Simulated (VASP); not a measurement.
# Zr2AlN3 (P3m1) in VASP: notebook

Zr2AlN3 is run at these levels: PBE; tasks: single point, relaxation of cell and atoms.

Program: VASP 6.6.1. These are calculated values, not measurements. Logs are shortened: lines on timing, memory, paths and dates and some standing lists are left out, and cuts for length are marked.

## (1) The cell of the first run

It takes space group P3m1 (No. 156, trigonal). The conventional cell has a = 3.381 Å, b = 3.381 Å, c = 16.227 Å, α = 90.00°, β = 90.00°, γ = 120.00°. Within 2.7 Å of Zr (site symmetry 3m) lie 4 N at 2.06 Å. Zr (site symmetry 3m) has 4 N at 2.06 Å within 2.7 Å. Within 2.7 Å of Zr (site symmetry 3m) lie 4 N at 2.06 Å. Within 2.7 Å of Zr (site symmetry 3m) lie 4 N at 2.06 Å. Al (site symmetry 3m) has 4 N at 2.06 Å within 2.7 Å. Within 2.7 Å of Al (site symmetry 3m) lie 4 N at 2.06 Å. Within 2.7 Å of N (site symmetry 3m) lie 4 Zr at 2.06 Å. N (site symmetry 3m) has 4 Zr at 2.06 Å within 2.7 Å.

## (2) Single point, PBE

Input file INCAR:

```
PREC = Accurate ; ENCUT = 520
EDIFF = 1E-7 ; ISMEAR = 0
SIGMA = 0.1 ; LREAL = False
LASPH = True ; NELM = 80
ALGO = Normal ; ISIF = 2
LWAVE = False ; LCHARG = True
GGA = PE ; LELF = True
LVHAR = True ; NBANDS = 54
```

Input file KPOINTS:

```
Automatic mesh
0
Gamma
  6 6 1
```

Input file POSCAR:

```
Zr2AlN3
1.0
    3.3805428000      0.0000000000      0.0000000000
   -1.6902714000      2.9276359500      0.0000000000
    0.0000000000      0.0000000000     16.2272569500
Zr Al N
4 2 6
Direct
    0.3333333300      0.6666666700      0.0000000000
    0.3333333300      0.6666666700      0.3333333300
    0.6666666700      0.3333333300      0.1666666700
    0.6666666700      0.3333333300      0.5000000000
    0.3333333300      0.6666666700      0.6666666700
    0.6666666700      0.3333333300      0.8333333300
    0.3333333300      0.6666666700      0.1266666700
    0.3333333300      0.6666666700      0.4600000000
    0.3333333300      0.6666666700      0.7933333300
    0.6666666700      0.3333333300      0.2933333300
    0.6666666700      0.3333333300      0.6266666700
    0.6666666700      0.3333333300      0.9600000000
```

Potentials or basis: VASP PAW PBE potentials, release 64 (Zr_sv, Al, N).

Launch:

```console
> cat potpaw_PBE.64/Zr_sv/POTCAR potpaw_PBE.64/Al/POTCAR potpaw_PBE.64/N/POTCAR > POTCAR
> mpirun -np 1 vasp_std > vasp.out
```

OUTCAR:

```text
PREC = Accurate
   ENCUT = 520
   EDIFF = 1E-7
   ISMEAR = 0
   LREAL = False
   LASPH = True
   NELM = 80
   ISIF = 2
   GGA = PE

 ion  position               nearest neighbor table
   1  0.333  0.667  0.000-   7 2.06  12 2.06  12 2.06  12 2.06   6 3.34   3 3.34   3 3.34   6 3.34
                             6 3.34   3 3.34
   2  0.333  0.667  0.333-   8 2.06  10 2.06  10 2.06  10 2.06   3 3.34   3 3.34   3 3.34   4 3.34
                             4 3.34   4 3.34
   3  0.667  0.333  0.167-  10 2.06   7 2.06   7 2.06   7 2.06   2 3.34   2 3.34   2 3.34   1 3.34
                             1 3.34   1 3.34
   4  0.667  0.333  0.500-  11 2.06   8 2.06   8 2.06   8 2.06   2 3.34   5 3.34   5 3.34   2 3.34
                             5 3.34   2 3.34
   5  0.333  0.667  0.667-   9 2.06  11 2.06  11 2.06  11 2.06   6 3.34   6 3.34   6 3.34   4 3.34
                             4 3.34   4 3.34
   6  0.667  0.333  0.833-  12 2.06   9 2.06   9 2.06   9 2.06   5 3.34   5 3.34   5 3.34   1 3.34
                             1 3.34   1 3.34
   7  0.333  0.667  0.127-   1 2.06   3 2.06   3 2.06   3 2.06
   8  0.333  0.667  0.460-   2 2.06   4 2.06   4 2.06   4 2.06
   9  0.333  0.667  0.793-   5 2.06   6 2.06   6 2.06   6 2.06
  10  0.667  0.333  0.293-   3 2.06   2 2.06   2 2.06   2 2.06
  11  0.667  0.333  0.627-   4 2.06   5 2.06   5 2.06   5 2.06
  12  0.667  0.333  0.960-   6 2.06   1 2.06   1 2.06   1 2.06

  LATTYP: Found a hexagonal cell.
 ALAT       =     3.3805428000
 C/A-ratio  =     4.8001927235

  Lattice vectors:

 A1 = (   3.3805428000,   0.0000000000,   0.0000000000)
 A2 = (  -1.6902714000,   2.9276359500,   0.0000000000)
 A3 = (   0.0000000000,   0.0000000000,  16.2272569500)

Analysis of symmetry for initial positions (statically):
=====================================================================
 Subroutine PRICEL returns:
 Original cell was already a primitive cell.

 Routine SETGRP: Setting up the symmetry group for a
 hexagonal supercell.

 Subroutine GETGRP returns: Found  6 space group operations
 (whereof  6 operations were pure point group operations)
 out of a pool of 24 trial point group operations.

The static configuration has the point symmetry C_3v.

Analysis of symmetry for dynamics (positions and initial velocities):
=====================================================================
 Subroutine PRICEL returns:
 Original cell was already a primitive cell.

 Routine SETGRP: Setting up the symmetry group for a
 hexagonal supercell.

 Subroutine GETGRP returns: Found  6 space group operations
 (whereof  6 operations were pure point group operations)
 out of a pool of 24 trial point group operations.

The dynamic configuration has the point symmetry C_3v.

 Subroutine INISYM returns: Found  6 space group operations
 (whereof  6 operations are pure point group operations),
 and found     1 'primitive' translations

----------------------------------------------------------------------------------------

                                     Primitive cell

  volume of cell :     160.6011

  direct lattice vectors                    reciprocal lattice vectors
     3.380542800  0.000000000  0.000000000     0.295810483  0.170786262  0.000000000
    -1.690271400  2.927635950  0.000000000     0.000000000  0.341572524  0.000000000
     0.000000000  0.000000000 16.227256950     0.000000000  0.000000000  0.061624710

  length of vectors
     3.380542800  3.380542806 16.227256950     0.341572524  0.341572524  0.061624710

  position of ions in fractional coordinates (direct lattice)
     0.333333330  0.666666670  0.000000000
     0.333333330  0.666666670  0.333333330
     0.666666670  0.333333330  0.166666670
     0.666666670  0.333333330  0.500000000
     0.333333330  0.666666670  0.666666670
     0.666666670  0.333333330  0.833333330
     0.333333330  0.666666670  0.126666670
     0.333333330  0.666666670  0.460000000
     0.333333330  0.666666670  0.793333330
     0.666666670  0.333333330  0.293333330
     0.666666670  0.333333330  0.626666670
     0.666666670  0.333333330  0.960000000

  ion indices of the primitive-cell ions
   primitive index   ion index
                 1           1
                 2           2
                 3           3
                 4           4
                 5           5
                 6           6
                 7           7
                 8           8
                 9           9
                10          10
                11          11
                12          12

----------------------------------------------------------------------------------------

 KPOINTS: Automatic mesh

Automatic generation of k-mesh.
 Grid dimensions read from file:
 generate k-points for:    6    6    1

 Generating k-lattice:

  Cartesian coordinates                     Fractional coordinates (reciprocal lattice)
     0.049301747  0.028464377  0.000000000     0.166666667  0.000000000  0.000000000
     0.000000000  0.056928754  0.000000000     0.000000000  0.166666667  0.000000000
     0.000000000  0.000000000  0.061624710     0.000000000  0.000000000  1.000000000

  Length of vectors
     0.056928754  0.056928754  0.061624710

  Shift w.r.t. Gamma in fractional coordinates (k-lattice)
     0.000000000  0.000000000  0.000000000

 Subroutine IBZKPT returns following result:
 ===========================================

 Found      7 irreducible k-points:

 Following reciprocal coordinates:
            Coordinates               Weight
  0.000000  0.000000  0.000000      1.000000
  0.166667 -0.000000  0.000000      6.000000
  0.333333 -0.000000  0.000000      6.000000
  0.500000 -0.000000  0.000000      3.000000
  0.166667  0.166667  0.000000      6.000000
  0.333333  0.166667  0.000000     12.000000
  0.333333  0.333333  0.000000      2.000000
   k-points           NKPTS =      7   k-points in BZ     NKDIM =      7   number of bands    NBANDS=     54
   number of dos      NEDOS =    301   number of ions     NIONS =     12
   total plane-waves  NPLWV =  98784
   dimension x,y,z NGX =    28 NGY =   28 NGZ =  126
   dimension x,y,z NGXF=    56 NGYF=   56 NGZF=  252
   ions per type =               4   2   6
   NGX,Y,Z   is equivalent  to a cutoff of  13.77, 13.77, 12.91 a.u.
   NGXF,Y,Z  is equivalent  to a cutoff of  27.54, 27.54, 25.82 a.u.
 SYSTEM =  unknown system
   PREC   = accura    normal or accurate (medium, high low for compatibility)
   ISTART =      0    job   : 0-new  1-cont  2-samecut
   ICHARG =      2    charge: 1-file 2-atom 10-const
   ISPIN  =      1    spin polarized calculation?
   LNONCOLLINEAR =      F non collinear calculations
   LSORBIT =      F    spin-orbit coupling
   LASPH  =      T    aspherical Exc in radial PAW
   ENCUT  =  520.0 eV  38.22 Ry    6.18 a.u.   6.29  6.29 30.17*2*pi/ulx,y,z
   NELM   =     80;   NELMIN=  2; NELMDL= -5     # of ELM steps
   EDIFF  = 0.1E-06   stopping-criterion for ELM
   LREAL  =      F    real-space projection
   EDIFFG = 0.1E-05   stopping-criterion for IOM
   NSW    =      0    number of steps for IOM
   IBRION =     -1    ionic relax: 0-MD 1-quasi-New 2-CG
   NFREE  =      0    steps in history (QN), initial steepest desc. (CG)
   ISIF   =      2    stress and relaxation
   ISYM   =      2    0-nonsym 1-usesym 2-fastsym
   POTIM  = 0.5000    time-step for ionic-motion
   TEBEG  =    0.0;   TEEND  =   0.0 temperature during run
   PSTRESS=    0.0 pullay stress
   NELECT =      84.0000    total number of electrons
   NUPDOWN=      -1.0000    fix difference up-down
   EMIN   =  10.00;   EMAX   =-10.00  energy-range for DOS
   EFERMI =   0.00;   METHOD = LEGACY
   ISMEAR =     0;   SIGMA  =   0.10  broadening in eV -4-tet -1-fermi 0-gaus
   EFERMI_NEDOS =   21; number of points for ismear=-14 and -15
   IALGO  =     38    algorithm
   IMIX   =      4    mixing-type and parameters
     AMIX     =   0.40;   BMIX     =  1.00
     AMIX_MAG =   1.60;   BMIX_MAG =  1.00
  volume/ion in A,a.u.               =      13.38        90.32
  Fermi-wavevector in a.u.,A,eV,Ry     =   1.319021  2.492588 23.671640  1.739816
  Thomas-Fermi vector in A             =   2.448949
   LORBIT       =      0    0 simple, 1 ext, 2 COOP (PROOUT), +10 PAW based schemes
   GGA     = PE    functional components
   LHFCALC =     F    Hartree Fock is set to
   AEXX    =    0.0000 exact exchange contribution
   IVDW    =     0    specifies the selected vdW correction
   LEPSILON=     F    determine dielectric tensor
   LRPA    =     F    only Hartree local field effects (RPA)
 non-spin polarized calculation
 Gauss-broadening in eV      SIGMA  =   0.10
  energy-cutoff  :      520.00
  volume of cell :      160.60
 maximum number of plane-waves:      4369
 NGX is ok and might be reduce to    28
   NGX = 13   NGY = 13   NGZ = 61

 number of electron      84.0000001 magnetization

 Free energy of the ion-electron system (eV)
  ---------------------------------------------------
  ext. energy  EPLUGINS =         0.00000000
  ---------------------------------------------------
  free energy    TOTEN  =      -104.67160749 eV

  energy without entropy =     -104.64662847  energy(sigma->0) =     -104.65911798

 E-fermi :   9.6557     XC(G=0): -11.0955

 val. band max:        9.5061060931   @ k =   0.1667   0.1667   0.0000
 cond. band min:       9.6835314975   @ k =   0.3333   0.1667   0.0000
 fundamental gap:      0.1774254044
 Fermi energy:         9.6556893098

 k-point     1 :       0.0000    0.0000    0.0000
  band No.  band energies     occupation
      1     -39.8491      2.00000
      2     -39.7666      2.00000
      3     -39.6310      2.00000
      4     -39.5556      2.00000
      5     -18.5310      2.00000
      6     -18.3652      2.00000
[... 46 lines left out ...]
     53      12.4784      0.00000
     54      12.6475      0.00000
[... 340 lines left out ...]
     53      13.0030      0.00000
     54      13.1153      0.00000

------------------------ aborting loop because EDIFF is reached ----------------------------------------

  FORCE on cell =-STRESS in cart. coord.  units (eV):
  Direction    XX          YY          ZZ          XY          YZ          ZX
  --------------------------------------------------------------------------------------
  -------------------------------------------------------------------------------------
  Total       12.0061580     12.0061580     11.5756459      0.0000000      0.0000000      0.0000000
  in kB      119.7749540    119.7749546    115.4801109      0.0000000      0.0000000      0.0000000
  external PRESSURE =     118.3433398 kB  Pullay stress =       0.0000000 kB

 VOLUME and BASIS-vectors are now :
 -----------------------------------------------------------------------------
  energy-cutoff  :      520.00
  volume of cell :      160.60
      direct lattice vectors                 reciprocal lattice vectors
     3.380542800  0.000000000  0.000000000     0.295810483  0.170786262  0.000000000
    -1.690271400  2.927635950  0.000000000     0.000000000  0.341572524  0.000000000
     0.000000000  0.000000000 16.227256950     0.000000000  0.000000000  0.061624710

 POSITION                                       TOTAL-FORCE (eV/Angst)
 -----------------------------------------------------------------------------------
     -0.00000      1.95176      0.00000        -0.000000      0.000000      0.466258
     -0.00000      1.95176      5.40909        -0.000000     -0.000000      0.020282
      1.69027      0.97588      2.70454         0.000000      0.000000     -0.078357
      1.69027      0.97588      8.11363         0.000000      0.000000     -0.979184
     -0.00000      1.95176     10.81817         0.000000      0.000000      0.407293
      1.69027      0.97588     13.52271         0.000000      0.000000     -0.558082
     -0.00000      1.95176      2.05545         0.000000     -0.000000     -0.046441
     -0.00000      1.95176      7.46454        -0.000000      0.000000      0.621987
     -0.00000      1.95176     12.87362         0.000000      0.000000      0.302799
      1.69027      0.97588      4.76000        -0.000000     -0.000000     -0.077368
      1.69027      0.97588     10.16908         0.000000      0.000000      3.157561
      1.69027      0.97588     15.57817        -0.000000      0.000000     -3.236748
 -----------------------------------------------------------------------------------
    total drift:                                0.000000      0.000000      0.000496

  FREE ENERGIE OF THE ION-ELECTRON SYSTEM (eV)
  ---------------------------------------------------
  free  energy   TOTEN  =      -104.6716074891 eV

  energy  without entropy=     -104.6466284681  energy(sigma->0) =     -104.65911798
```

Run time: 2.1 min. Hardware: 1 thread of Intel Xeon Platinum 8488C (Sapphire Rapids), shared host; peak memory 0.31 GiB.

Results:

```yaml
Free_energy: -104.6716 eV
Pressure: 11.8 GPa
Largest_force: 3.237 eV/Å
Band_gap_on_the_k_mesh: zero (bands 42 and 43 overlap by 0.71 eV)
```

Forces on the atoms (eV/Å):
```
Zr   0.000  0.000  0.466
Zr   0.000  0.000  0.020
Zr   0.000  0.000 -0.078
Zr   0.000  0.000 -0.979
Al   0.000  0.000  0.407
Al   0.000  0.000 -0.558
N    0.000  0.000 -0.046
N    0.000  0.000  0.622
N    0.000  0.000  0.303
N    0.000  0.000 -0.077
N    0.000  0.000  3.158
N    0.000  0.000 -3.237
```

Stress tensor (GPa, compression positive):
```
11.98  0.00  0.00
 0.00 11.98  0.00
 0.00  0.00 11.55
```

Caveat: the k points lie up to 0.39 Å⁻¹ apart, too coarse for converged energies and pressures of a metal; forces of over 1 eV/Å act on the atoms, so gaps and moduli don't describe the material at rest.

## (3) Single point, PBE

This run uses another cell than the first one, of 13.80 Å³/atom.

Input file INCAR:

```
PREC = Accurate ; ENCUT = 520
EDIFF = 1E-6 ; ISMEAR = 0
SIGMA = 0.1 ; LREAL = F
LASPH = T ; NELM = 100
ALGO = Normal ; ISIF = 2
LWAVE = F ; LCHARG = F
GGA = PE ; NBANDS = 54
```

Input file KPOINTS:

```
regular mesh
0
Gamma
  6 6 1
```

Input file POSCAR:

```
Zr2AlN3
1.0
    3.3809702824      0.0000000000      0.0000000000
   -1.6904851412      2.9280061540      0.0000000000
    0.0000000000      0.0000000000     16.7243594991
Zr Al N
4 2 6
Direct
    0.3333333333      0.6666666667     -0.0159039515
    0.3333333333      0.6666666667      0.3423904508
    0.6666666667      0.3333333333      0.1647641861
    0.6666666667      0.3333333333      0.5172939247
    0.3333333333      0.6666666667      0.6797774409
    0.6666666667      0.3333333333      0.8196050803
    0.3333333333      0.6666666667      0.1076327154
    0.3333333333      0.6666666667      0.4733252260
    0.3333333333      0.6666666667      0.7941331570
    0.6666666667      0.3333333333      0.2905630463
    0.6666666667      0.3333333333      0.6523031833
    0.6666666667      0.3333333333      0.9341155407
```

Potentials or basis: VASP PAW PBE potentials, release 64 (Zr_sv, Al, N).

Launch:

```console
> cat potpaw_PBE.64/Zr_sv/POTCAR potpaw_PBE.64/Al/POTCAR potpaw_PBE.64/N/POTCAR > POTCAR
> mpirun -np 1 vasp_std > vasp.out
```

Run time: 1.9 min. Hardware: 1 thread of Intel Xeon Platinum 8488C (Sapphire Rapids), shared host; peak memory 0.31 GiB.

It converged, with:

- Free energy: -106.2805 eV
- Pressure: 0.2 GPa
- Largest force: 0.021 eV/Å
- Band gap on the k mesh: zero (bands 42 and 43 overlap by 0.79 eV)

Forces in eV/Å, atoms in the order of the input:
```
Zr   0.000  0.000  0.002
Zr   0.000  0.000  0.003
Zr   0.000  0.000 -0.008
Zr   0.000  0.000  0.006
Al   0.000  0.000 -0.012
Al   0.000  0.000 -0.007
N    0.000  0.000  0.008
N    0.000  0.000 -0.003
N    0.000  0.000  0.012
N    0.000  0.000 -0.006
N    0.000  0.000  0.021
N    0.000  0.000 -0.016
```

Stress tensor (GPa, compression positive):
```
0.10 0.00 0.00
0.00 0.10 0.00
0.00 0.00 0.39
```

Levels at points of the mesh, in eV from the Fermi level:
```tsv
k point	band 38	band 39	band 40	band 41	band 42	band 43	band 44	band 45	band 46	band 47
(0.00, 0.00, 0.00)	-3.50	-3.44	-3.44	-0.26	0.67	0.84	1.08	1.08	1.31	1.50
(0.50, 0.00, 0.00)	-3.76	-3.43	-3.26	-0.24	-0.16	0.35	0.66	0.80	1.51	1.90
```

Caveat: the k points lie up to 0.38 Å⁻¹ apart, too coarse for converged energies and pressures of a metal.

(Part 1 of 2 ends here.)
